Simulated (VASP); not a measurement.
A run of VASP 6.6.1 is set up as follows.

INCAR

```
ALGO     = Fast           # electronic algorithm
EDIFF    = 1E-6           # SCF threshold, eV
ENCUT    = 520            # plane-wave cutoff, eV
GGA      = PS             # functional
ISIF     = 2              # what is computed and relaxed
ISMEAR   = 0              # smearing method
LASPH    = T              # aspherical terms in the spheres
LCHARG   = F              # write CHGCAR
LREAL    = F              # projectors in reciprocal space
LWAVE    = F              # write WAVECAR
NBANDS   = 16             # bands
NELM     = 100            # most SCF steps
PREC     = Accurate       # precision mode
SIGMA    = 0.15           # smearing width, eV
```

Contents of KPOINTS:

```
k-points
0
Gamma
  16 16 16
```

File POSCAR:

```
AlRu
1.0
    2.9916000000      0.0000000000     -0.0897480000
    0.0000000000      2.9916000000      0.0000000000
   -0.0897480000      0.0000000000      2.9916000000
Al Ru
1 1
Direct
    0.0000000000      0.0000000000      0.0000000000
    0.5000000000      0.5000000000      0.5000000000
```

Potentials or basis: VASP PAW PBE potentials, release 64 (Al, Ru_pv).

Launch:

```bash
$ cat potpaw_PBE.64/Al/POTCAR potpaw_PBE.64/Ru_pv/POTCAR > POTCAR
$ mpirun -np 1 vasp_std > vasp.out
```

Problem. Predict the band gap on the k mesh.

Solution. Zero (an odd number of electrons rules out a gap without spin polarisation).

Problem. What does it give for the pressure?

Solution. -2.5 GPa.

Stress tensor (GPa, compression positive):
```
-2.54  0.00  7.75
 0.00 -2.48  0.00
 7.75  0.00 -2.54
```

Caveat: the cell differs from its parent crystal (strain -0.0600 x Voigt [0, 0, 0, 0, 1, 0]); the PAW data sets were made with another functional, which shifts forces and pressure a little.
